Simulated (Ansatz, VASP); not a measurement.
## One calculation of Ti, two programs

```
Ti
1.0
     0.00000    2.09090    2.03000
     2.09090    0.00000    2.03000
     2.09090    2.09090    0.00000
Ti
1
Direct
  0.00000 0.00000 0.00000
```

Change from the starting cell: equal xx and yy strain of +3 %.

Alike in both runs: task single point; functional LDA; k mesh 15 × 15 × 15; occupations fermi-dirac, width 0.05 eV; no spin polarisation.

|  | VASP | Ansatz |
| --- | --- | --- |
| version | VASP 6.6.1 | Ansatz 0.2.0 |
| potentials or method | VASP PAW LDA potentials, release 64 (Ti_sv), cutoff 520 eV | all-electron LAPW, scalar-relativistic |

|  | VASP | Ansatz | Ansatz less VASP |
| --- | --- | --- | --- |
| pressure (GPa) | -10.5 | -10.4 | +0.07 |
| traceless stress, the component that is largest in VASP (GPa) | 0.75 | 0.75 | +0.003 |

LDA's correlation is that of Perdew and Zunger in VASP and of Perdew and Wang (1992) in Ansatz. Ansatz ran all-electron here, and VASP with PAW potentials.
